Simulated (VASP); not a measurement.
# In (P6_3/mmc) in VASP: notebook, part 2 of 2

VASP 6.6.1.

## Step 4: Single point, PBE

This run uses another cell than the first one, of 27.75 Å³/atom, 1.045 times its volume.

File INCAR:

```
PREC     = Accurate       # precision mode
ENCUT    = 520            # plane-wave cutoff, eV
EDIFF    = 1E-6           # SCF threshold, eV
ISMEAR   = -1             # smearing method
SIGMA    = 0.05           # smearing width, eV
LREAL    = False          # projectors in reciprocal space
LASPH    = True           # aspherical terms in the spheres
NELM     = 80             # most SCF steps
ALGO     = Normal         # electronic algorithm
ISIF     = 2              # what is computed and relaxed
LWAVE    = False          # write WAVECAR
LCHARG   = False          # write CHGCAR
GGA      = PE             # functional
NBANDS   = 20             # bands
```

File KPOINTS:

```
regular mesh
0
Gamma
  9 9 5
```

File POSCAR:

```
In
1.0
    3.2972555905      0.0000000000      0.0000000000
   -1.6486277953      2.8555071042      0.0000000000
    0.0000000000      0.0000000000      5.8941324301
In
2
Direct
    0.6666666667      0.3333333333      0.7500000000
    0.3333333333      0.6666666667      0.2500000000
```

Started as:

```sh
$ cat potpaw_PBE.64/In_d/POTCAR > POTCAR
$ mpirun -np 1 vasp_std > vasp.out
```

It took 20 s on 1 thread of Intel Xeon 6975P-C (Granite Rapids), shared host; peak memory 0.19 GiB.

The run converged. Its results:

| Property | Result |
| --- | --- |
| Free energy | -5.1057 eV |
| Pressure | 0.0 GPa |
| Band gap on the k mesh | zero (band 13 reaches 8.64 eV, above the bottom of band 14 at 5.05 eV) |

Levels at points of the mesh, in eV from the Fermi level:
```csv
k point,band 10,band 11,band 12,band 13,band 14,band 15,band 16,band 17
"(0.00, 0.00, 0.00)",-14.38,-9.21,-5.25,-3.42,8.06,9.05,9.05,10.60
```

Caveat: spin-orbit coupling is left out, which moves the levels of the heavy elements.

## Step 5: Relaxation of cell and atoms, PBE

File INCAR:

```
SYSTEM = In
PREC = Accurate
ENCUT = 600
EDIFF = 1E-7
ISMEAR = -1
SIGMA = 0.05
LREAL = .FALSE.
LASPH = .TRUE.
NELM = 60
ALGO = Normal
ISIF = 3
LWAVE = .FALSE.
LCHARG = .FALSE.
GGA = PE
IBRION = 2
NSW = 60
EDIFFG = -0.01
```

File KPOINTS:

```
regular mesh
0
G
  9 9 5
  0 0 0
```

File POSCAR:

```
In
1.0
    3.3354847820      0.0000000000      0.0000000000
   -1.6677423910      2.8886145552      0.0000000000
    0.0000000000      0.0000000000      5.5091429200
In
2
Direct
    0.6666666667      0.3333333333      0.7500000000
    0.3333333333      0.6666666667      0.2500000000
```

Potentials or basis: VASP PAW PBE potentials, release 64 (In_d).

Started as:

```sh
$ cat potpaw_PBE.64/In_d/POTCAR > POTCAR
$ mpirun -np 1 vasp_std > vasp.out
```

OUTCAR:

```text
SYSTEM = In
   PREC = Accurate
   ENCUT = 600
   EDIFF = 1E-7
   ISMEAR = -1
   LREAL = .FALSE.
   LASPH = .TRUE.
   NELM = 60
   ISIF = 3
   GGA = PE
   IBRION = 2
   NSW = 60
   EDIFFG = -0.01

 ion  position               nearest neighbor table
   1  0.667  0.333  0.750-   2 3.36   2 3.36   2 3.36   2 3.36   2 3.36   2 3.36
   2  0.333  0.667  0.250-   1 3.36   1 3.36   1 3.36   1 3.36   1 3.36   1 3.36

  LATTYP: Found a hexagonal cell.
 ALAT       =     3.3354847820
 C/A-ratio  =     1.6516768266

  Lattice vectors:

 A1 = (   3.3354847820,   0.0000000000,   0.0000000000)
 A2 = (  -1.6677423910,   2.8886145552,   0.0000000000)
 A3 = (   0.0000000000,   0.0000000000,   5.5091429200)

Analysis of symmetry for initial positions (statically):
=====================================================================
 Subroutine PRICEL returns:
 Original cell was already a primitive cell.

 Routine SETGRP: Setting up the symmetry group for a
 hexagonal supercell.

 Subroutine GETGRP returns: Found 24 space group operations
 (whereof 12 operations were pure point group operations)
 out of a pool of 24 trial point group operations.

The static configuration has the point symmetry D_3d.
 The point group associated with its full space group is D_6h.

Analysis of symmetry for dynamics (positions and initial velocities):
=====================================================================
 Subroutine PRICEL returns:
 Original cell was already a primitive cell.

 Routine SETGRP: Setting up the symmetry group for a
[... 193 lines left out ...]

 E-fermi :   7.0175     XC(G=0): -10.0180

 val. band max:        7.0014890423   @ k =   0.3333   0.2222   0.2000
 cond. band min:       7.0409976536   @ k =   0.4444   0.1111   0.0000
 fundamental gap:      0.0395086113
 Fermi energy:         7.0175132283

 k-point     1 :       0.0000    0.0000    0.0000
  band No.  band energies     occupation
      1      -7.6708      2.00000
      2      -7.6251      2.00000
      3      -7.6017      2.00000
      4      -7.6017      2.00000
      5      -7.5778      2.00000
      6      -7.5778      2.00000
[... 536 lines left out ...]
  FREE ENERGIE OF THE ION-ELECTRON SYSTEM (eV)
  ---------------------------------------------------
  free  energy   TOTEN  =        -5.0913475618 eV

  energy  without entropy=       -5.0758796276  energy(sigma->0) =       -5.08361359

[... ionic steps 4 to 16 ...]

--------------------------------------- Ionic step       17  -------------------------------------------

 number of electron      25.9999999 magnetization

------------------------ aborting loop because EDIFF is reached ----------------------------------------
[... 67 lines left out ...]
--------------------------------------- Ionic step       19  -------------------------------------------

 number of electron      25.9999995 magnetization

 Free energy of the ion-electron system (eV)
  ---------------------------------------------------
  ext. energy  EPLUGINS =         0.00000000
  ---------------------------------------------------
  free energy    TOTEN  =        -5.10498679 eV

  energy without entropy =       -5.09902110  energy(sigma->0) =       -5.10200395

 E-fermi :   6.9272     XC(G=0):  -9.9745

 val. band max:        6.8883463168   @ k =   0.3333   0.0000   0.0000
 cond. band min:       7.0622454890   @ k =   0.3333   0.3333   0.4000
 fundamental gap:      0.1738991722
 Fermi energy:         6.9271654924

 k-point     1 :       0.0000    0.0000    0.0000
  band No.  band energies     occupation
      1      -7.7762      2.00000
      2      -7.7716      2.00000
      3      -7.7078      2.00000
      4      -7.7078      2.00000
      5      -7.6913      2.00000
      6      -7.6913      2.00000
[... 500 lines left out ...]
  FREE ENERGIE OF THE ION-ELECTRON SYSTEM (eV)
  ---------------------------------------------------
  free  energy   TOTEN  =        -5.1049867916 eV

  energy  without entropy=       -5.0990210988  energy(sigma->0) =       -5.10200395

 reached required accuracy - stopping structural energy minimisation
```

CONTCAR:

```text
In
   1.00000000000000
     3.2969081152999555   -0.0000000000000000    0.0000000000000002
    -1.6484540576499778    2.8552061818425614   -0.0000000000000004
     0.0000000000000000    0.0000000000000002    5.8933340194714443
  In
     2
Direct
     0.6666666667000030    0.3333333332999970    0.7500000000000000
     0.3333333332999970    0.6666666667000030    0.2500000000000000

  0.00000000E+00  0.00000000E+00  0.00000000E+00
  0.00000000E+00  0.00000000E+00  0.00000000E+00
```

Run time: 3.7 min. Hardware: 1 thread of Intel Xeon 6975P-C (Granite Rapids), shared host; peak memory 0.2 GiB.

Results:

```
Free energy                            : -5.1050 eV
Relaxed volume                         : 27.74 Å³/atom
Relaxed cell                           : a = 3.297 Å, b = 3.297 Å, c = 5.893 Å, α = 90.00°, β = 90.00°, γ = 120.00°
Space group after relaxing (to 0.05 Å) : P6_3/mmc (No. 194)
Energy gained by relaxing              : 11.8 meV/atom
Ionic steps                            : 19
Pressure after relaxing                : 0.0 GPa
Band gap on the k mesh                 : zero (band 13 reaches 8.64 eV, above the bottom of band 14 at 5.05 eV)
```

Step by step:
```tsv
step	energy change (eV)	largest force (eV/Å)	pressure (GPa)	volume (Å³)
1	0.0000	0.0000	1.51	53.08
2	-0.0099	0.0000	0.19	55.02
3	-0.0100	0.0000	-0.02	55.35
4	-0.0100	0.0000	0.02	55.31
5	-0.0102	0.0000	0.01	55.34
6	-0.0107	0.0000	0.02	55.42
7	-0.0122	0.0000	0.00	55.60
8	-0.0176	0.0000	-0.23	55.93
9	-0.0212	0.0000	-0.60	56.54
10	-0.0220	0.0000	-0.52	56.32
11	-0.0221	0.0000	-0.53	56.35
12	-0.0221	0.0000	-0.53	56.35
13	-0.0222	0.0000	-0.53	56.34
14	-0.0223	0.0000	-0.51	56.34
15	-0.0224	0.0000	-0.49	56.30
16	-0.0227	0.0000	-0.44	56.21
17	-0.0231	0.0000	-0.32	56.02
18	-0.0236	0.0000	-0.09	55.63
19	-0.0237	0.0000	0.01	55.48
```

Final structure:
```cif
data_structure
_symmetry_space_group_name_H-M 'P 1'
_symmetry_Int_Tables_number 1
_cell_length_a 3.2969
_cell_length_b 3.2969
_cell_length_c 5.8933
_cell_angle_alpha 90.000
_cell_angle_beta 90.000
_cell_angle_gamma 120.000
_cell_volume 55.48
loop_
_atom_site_label
_atom_site_type_symbol
_atom_site_fract_x
_atom_site_fract_y
_atom_site_fract_z
_atom_site_occupancy
In1 In 0.66667 0.33333 0.75000 1
In2 In 0.33333 0.66667 0.25000 1
```

Caveat: spin-orbit coupling is left out, which moves the levels of the heavy elements.

## Step 6: Overview

| task | level | cell | cutoff (eV) | gap on the mesh (eV) | pressure (GPa) |
| --- | --- | --- | --- | --- | --- |
| single point | PBE+D3(BJ) | a = 3.335, b = 3.335, c = 5.509 Å, angles 90.0, 90.0, 120.0°, 2 atoms | 520 | none | -0.6 |
| single point | PBE+D4 | a = 3.330, b = 3.330, c = 5.438 Å, angles 90.0, 90.0, 120.0°, 2 atoms | 520 | none | 0.0 |
| single point | PBE | a = 3.297, b = 3.297, c = 5.894 Å, angles 90.0, 90.0, 120.0°, 2 atoms | 520 | none | 0.0 |
| relaxation of cell and atoms | PBE | relaxed from a = 3.335, b = 3.335, c = 5.509 Å, angles 90.0, 90.0, 120.0°, 2 atoms | 600 | none | 0.0 |

Alike in all rows: potentials or basis VASP PAW PBE potentials, release 64 (In_d); no spin polarisation; k mesh 9 × 9 × 5; smearing fermi-dirac 0.05 eV.

Caveats: spin-orbit coupling is left out, which moves the levels of the heavy elements; pairwise dispersion overbinds metals, which lowers pressure and volume (some runs); three body term missing (some runs).

Total energies depend on the potentials used, so only differences within one code and one set of settings carry meaning.
